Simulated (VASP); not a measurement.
# Mg (P-1) in VASP: single point with PBE

Aim: the single point of Mg with PBE.

Program: VASP 6.6.1. These are calculated values, not measurements. Logs are shortened: lines on timing, memory, paths and dates and some standing lists are left out, and cuts for length are marked.

### 1 The cell of the first run

The typed cell holds 1 atom: a = 2.955 Å, b = 3.281 Å, c = 3.144 Å, α = 89.44°, β = 100.10°, γ = 126.22°.

### 2 Single point, PBE

Input file INCAR:

```
PREC     = Accurate       # precision mode
ENCUT    = 520            # plane-wave cutoff, eV
EDIFF    = 1E-6           # SCF threshold, eV
ISMEAR   = -1             # smearing method
SIGMA    = 0.05           # smearing width, eV
LREAL    = False          # projectors in reciprocal space
LASPH    = True           # aspherical terms in the spheres
NELM     = 100            # most SCF steps
ALGO     = Normal         # electronic algorithm
ISIF     = 2              # what is computed and relaxed
LWAVE    = False          # write WAVECAR
LCHARG   = False          # write CHGCAR
GGA      = PE             # functional
NBANDS   = 7              # bands
```

Input file KPOINTS:

```
Automatic mesh
0
Gamma
  11 10 9
```

Input file POSCAR:

```
Mg
1.0
    2.9294923200     -0.2682621600     -0.2756549300
   -1.6970680000      2.8075733800      0.0125646900
   -0.2751613100     -0.1443819800      3.1287690200
Mg
1
Direct
    0.0000000000      0.0000000000      0.0000000000
```

Potentials or basis: VASP PAW PBE potentials, release 64 (Mg).

Started as:

```sh
$ cat potpaw_PBE.64/Mg/POTCAR > POTCAR
$ mpirun -np 1 vasp_std > vasp.out
```

OUTCAR:

```text
PREC = Accurate
   ENCUT = 520
   EDIFF = 1E-6
   ISMEAR = -1
   LREAL = False
   LASPH = True
   NELM = 100
   ISIF = 2
   GGA = PE

 ion  position               nearest neighbor table
   1  0.000  0.000  0.000-

  LATTYP: Found a triclinic cell.
 ALAT       =     6.4505460243
 B/A-ratio  =     0.4394693146
 C/A-ratio  =     1.0017301743
 COS(alpha) =     0.0030621185
 COS(beta)  =     0.5691761184
 COS(gamma) =     0.7983964528

  Lattice vectors:

 A1 = (  -0.1894823700,   5.4912665800,  -3.3792945700)
 A2 = (   1.2324243200,   2.5393112200,  -0.2630902400)
 A3 = (  -2.3791697000,   0.5570261200,  -5.9818831100)

Analysis of symmetry for initial positions (statically):
=====================================================================
 Subroutine PRICEL returns:
 Original cell was already a primitive cell.

 Routine SETGRP: Setting up the symmetry group for a
 triclinic supercell.

 Subroutine GETGRP returns: Found  2 space group operations
 (whereof  2 operations were pure point group operations)
 out of a pool of  2 trial point group operations.

The static configuration has the point symmetry S_2 .

Analysis of symmetry for dynamics (positions and initial velocities):
=====================================================================
 Subroutine PRICEL returns:
 Original cell was already a primitive cell.

 Routine SETGRP: Setting up the symmetry group for a
 triclinic supercell.

 Subroutine GETGRP returns: Found  2 space group operations
 (whereof  2 operations were pure point group operations)
 out of a pool of  2 trial point group operations.

The dynamic configuration has the point symmetry S_2 .

 Subroutine INISYM returns: Found  2 space group operations
 (whereof  2 operations are pure point group operations),
 and found     1 'primitive' translations

----------------------------------------------------------------------------------------

                                     Primitive cell

  volume of cell :      24.0347

  direct lattice vectors                    reciprocal lattice vectors
     2.929492320 -0.268262160 -0.275654930     0.365556891  0.220775334  0.042337127
    -1.697068000  2.807573380  0.012564690     0.036577477  0.378196620  0.020669306
[... 74 lines left out ...]
   PREC   = accura    normal or accurate (medium, high low for compatibility)
   ISTART =      0    job   : 0-new  1-cont  2-samecut
   ICHARG =      2    charge: 1-file 2-atom 10-const
   ISPIN  =      1    spin polarized calculation?
   LNONCOLLINEAR =      F non collinear calculations
   LSORBIT =      F    spin-orbit coupling
   LASPH  =      T    aspherical Exc in radial PAW
   ENCUT  =  520.0 eV  38.22 Ry    6.18 a.u.   5.49  6.10  5.85*2*pi/ulx,y,z
   NELM   =    100;   NELMIN=  2; NELMDL= -5     # of ELM steps
   EDIFF  = 0.1E-05   stopping-criterion for ELM
   LREAL  =      F    real-space projection
   EDIFFG = 0.1E-04   stopping-criterion for IOM
   NSW    =      0    number of steps for IOM
   IBRION =     -1    ionic relax: 0-MD 1-quasi-New 2-CG
   NFREE  =      0    steps in history (QN), initial steepest desc. (CG)
   ISIF   =      2    stress and relaxation
   ISYM   =      2    0-nonsym 1-usesym 2-fastsym
   POTIM  = 0.5000    time-step for ionic-motion
   TEBEG  =    0.0;   TEEND  =   0.0 temperature during run
   PSTRESS=    0.0 pullay stress
   NELECT =       2.0000    total number of electrons
   NUPDOWN=      -1.0000    fix difference up-down
   EMIN   =  10.00;   EMAX   =-10.00  energy-range for DOS
   EFERMI =   0.00;   METHOD = LEGACY
   ISMEAR =    -1;   SIGMA  =   0.05  broadening in eV -4-tet -1-fermi 0-gaus
   EFERMI_NEDOS =   21; number of points for ismear=-14 and -15
   IALGO  =     38    algorithm
   IMIX   =      4    mixing-type and parameters
     AMIX     =   0.40;   BMIX     =  1.00
     AMIX_MAG =   1.60;   BMIX_MAG =  1.00
  volume/ion in A,a.u.               =      24.03       162.19
  Fermi-wavevector in a.u.,A,eV,Ry     =   0.714724  1.350633  6.950270  0.510830
  Thomas-Fermi vector in A             =   1.802698
   LORBIT       =      0    0 simple, 1 ext, 2 COOP (PROOUT), +10 PAW based schemes
   GGA     = PE    functional components
   LHFCALC =     F    Hartree Fock is set to
   AEXX    =    0.0000 exact exchange contribution
   IVDW    =     0    specifies the selected vdW correction
   LEPSILON=     F    determine dielectric tensor
   LRPA    =     F    only Hartree local field effects (RPA)
 non-spin polarized calculation
  energy-cutoff  :      520.00
  volume of cell :       24.03
 maximum number of plane-waves:       662
 NGX is ok and might be reduce to    24
   NGX = 11   NGY = 13   NGZ = 11

 number of electron       2.0000000 magnetization

 Free energy of the ion-electron system (eV)
  ---------------------------------------------------
  ext. energy  EPLUGINS =         0.00000000
  ---------------------------------------------------
  free energy    TOTEN  =        -1.23939143 eV

  energy without entropy =       -1.23427718  energy(sigma->0) =       -1.23683430

 E-fermi :   2.3630     XC(G=0):  -8.3188

 val. band max:        2.3580996991   @ k =   0.4545   0.5000   0.3333
 cond. band min:       2.3681921494   @ k =   0.1818  -0.0000   0.3333
 fundamental gap:      0.0100924504
 Fermi energy:         2.3630087849

 k-point     1 :       0.0000    0.0000    0.0000
  band No.  band energies     occupation
      1      -4.3642      2.00000
      2      10.2314      0.00000
      3      10.6988      0.00000
      4      13.4858      0.00000
      5      14.8243      0.00000
      6      16.5450      0.00000
      7      17.7450      0.00000
[... 221 lines left out ...]
 k-point    24 :      -0.4545    0.2000    0.0000
  band No.  band energies     occupation
      1      -0.5186      2.00000
      2       4.5952      0.00000
      3       7.4044      0.00000
      4      11.7180      0.00000
      5      15.0856      0.00000
      6      16.5593      0.00000
      7      18.0231      0.00000

 [... further k-points ...]
[... 5 lines left out ...]
  --------------------------------------------------------------------------------------
  -------------------------------------------------------------------------------------
  Total        0.7167124      0.7236539     -0.2606694      0.6737485     -0.2700907     -0.3879822
  in kB       47.7767010     48.2394266    -17.3764581     44.9126930    -18.0044899    -25.8632451
  external PRESSURE =      26.2132232 kB  Pullay stress =       0.0000000 kB

 VOLUME and BASIS-vectors are now :
 -----------------------------------------------------------------------------
  energy-cutoff  :      520.00
  volume of cell :       24.03
      direct lattice vectors                 reciprocal lattice vectors
     2.929492320 -0.268262160 -0.275654930     0.365556891  0.220775334  0.042337127
    -1.697068000  2.807573380  0.012564690     0.036577477  0.378196620  0.020669306
    -0.275161310 -0.144381980  3.128769020     0.032059885  0.017932256  0.323261554

 POSITION                                       TOTAL-FORCE (eV/Angst)
 -----------------------------------------------------------------------------------
      0.00000      0.00000      0.00000        -0.000000     -0.000000      0.000000
 -----------------------------------------------------------------------------------
    total drift:                               -0.000000     -0.000000      0.000000

  FREE ENERGIE OF THE ION-ELECTRON SYSTEM (eV)
  ---------------------------------------------------
  free  energy   TOTEN  =        -1.2393914292 eV

  energy  without entropy=       -1.2342771779  energy(sigma->0) =       -1.23683430
```

OSZICAR:

```text
N       E                     dE             d eps       ncg     rms          rms(c)
DAV:   1    -0.629723376442E+00   -0.62972E+00   -0.77611E+02  7420   0.193E+02
DAV:   2    -0.124426947746E+01   -0.61455E+00   -0.58575E+00  9247   0.107E+01
DAV:   3    -0.124668234236E+01   -0.24129E-02   -0.24114E-02  8834   0.743E-01
DAV:   4    -0.124668681112E+01   -0.44688E-05   -0.44687E-05 10171   0.234E-02
DAV:   5    -0.124668682736E+01   -0.16240E-07   -0.16046E-07  9023   0.794E-04    0.623E-01
DAV:   6    -0.124299397192E+01    0.36929E-02   -0.59444E-04  8715   0.118E-01    0.398E-01
DAV:   7    -0.123938685801E+01    0.36071E-02   -0.23425E-03  8323   0.213E-01    0.226E-02
DAV:   8    -0.123939158888E+01   -0.47309E-05   -0.24643E-05  9835   0.258E-02    0.497E-03
DAV:   9    -0.123939142915E+01    0.15972E-06   -0.67472E-07  8981   0.374E-03
   1 F= -.12393914E+01 E0= -.12368343E+01  d E =-.511425E-02
```

stdout:

```text
POSCAR found type information on POSCAR Mg
 POSCAR found :  1 types and       1 ions
 scaLAPACK will be used
 LDA part: xc-table for (Slater+PW92), standard interpolation
 POSCAR, INCAR and KPOINTS ok, starting setup
 FFT: planning ... GRIDC
 FFT: planning ... GRID_SOFT
 FFT: planning ... GRID
 WAVECAR not read
 entering main loop
```

It took 20 s on 1 thread of Intel Xeon Platinum 8375C at 2.90GHz (Ice Lake), shared host; peak memory 0.2 GiB.

What came out:

```yaml
Free_energy: -1.2394 eV
Pressure: 2.6 GPa
Band_gap_on_the_k_mesh: zero (band 1 reaches 4.45 eV, above the bottom of band 2 at 0.36 eV)
```
